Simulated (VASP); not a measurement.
A run of VASP 6.6.1 is set up as follows.

INCAR

```
PREC = Accurate
ENCUT = 520
EDIFF = 1E-7
ISMEAR = 0
SIGMA = 0.05
LREAL = F
LASPH = T
NELM = 60
ALGO = Normal
ISIF = 2
LWAVE = F
LCHARG = F
GGA = PS
NBANDS = 17
```

File KPOINTS:

```
regular mesh
0
Gamma
  8 8 8
```

The input POSCAR:

```
SnSe
1.0
    0.0000000000      3.0247778717      2.9727546651
    2.9727546651      0.0000000000      2.9727546651
    2.9727546651      3.0247778717      0.0000000000
Sn Se
1 1
Direct
    0.0000000000      0.0000000000      0.0000000000
    0.5000000000      0.5000000000      0.5000000000
```

Potentials or basis: VASP PAW PBE potentials, release 64 (Sn_d, Se).

Run with:

```bash
$ cat potpaw_PBE.64/Sn_d/POTCAR potpaw_PBE.64/Se/POTCAR > POTCAR
$ mpirun -np 1 vasp_std > vasp.out
```

Predict the band gap on the k mesh.

0.72 eV, indirect (least direct gap 0.75 eV).

Predict the pressure.

-0.9 GPa.

Stress tensor (GPa, compression positive):
```
-0.18  0.00  0.00
 0.00 -2.29  0.00
 0.00  0.00 -0.18
```

Caveat: the cell differs from its parent crystal (strain +0.0175 x Voigt [0, 1, 0, 0, 0, 0]); the PAW data sets were made with another functional, which shifts forces and pressure a little; spin-orbit coupling is left out, which moves the levels of the heavy elements. A k mesh can miss the band edges.
